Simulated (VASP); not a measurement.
**BeS: single point with HSE06**

BeS:

```
Be S
1.0
     0.00000    2.31730    2.31730
     2.45193    0.00000    2.31730
     2.45193    2.31730    0.00000
Be S
1 1
Direct
  0.00000 0.00000 0.00000
  0.50000 0.50000 0.50000
```

This cell differs from its parent crystal: uniaxial x strain +5.8%.

```
Program             : VASP 6.6.1
Task                : single point
Functional          : HSE06
Potentials or basis : VASP PAW PBE potentials, release 64 (Be, S)
Cutoff              : 520 eV
k mesh              : 6 × 6 × 6
Occupations         : gaussian, width 0.01 eV
Spin                : no spin polarisation
```

The pressure is -6.9 GPa and the band gap on the k mesh is 1.41 eV (least direct gap 4.41 eV).

Stress tensor (GPa, compression positive):
```
-8.95  0.00  0.00
 0.00 -5.86  0.00
 0.00  0.00 -5.86
```

Levels at points of the mesh, in eV from the valence-band top:
| k point | band 1 | band 2 | band 3 | band 4 | band 5 | band 6 | band 7 | band 8 | band 9 |
| --- | --- | --- | --- | --- | --- | --- | --- | --- | --- |
| (0.00, 0.00, 0.00) | -16.25 | -0.64 | -0.64 | 0.00 | 5.67 | 9.45 | 9.45 | 10.14 | 10.14 |
| (0.50, 0.00, 0.00) | -13.97 | -7.63 | -0.81 | -0.45 | 4.37 | 5.10 | 5.27 | 11.02 | 16.48 |
| (0.50, 0.50, 0.00) | -12.80 | -7.06 | -3.88 | -2.99 | 1.41 | 5.26 | 11.64 | 13.66 | 14.93 |
| (0.00, 0.50, 0.50) | -13.27 | -7.06 | -3.11 | -3.11 | 2.03 | 5.51 | 13.03 | 13.03 | 13.66 |

Run time: 28 min on 1 thread of Intel Xeon 8259CL, on a shared host, peak memory 0.26 GiB.

Caveat: the cell differs from its parent crystal (uniaxial x strain +5.8%); the cell stands under tension; the PAW data sets were made with another functional, which shifts forces and pressure a little. A k mesh can miss the band edges.
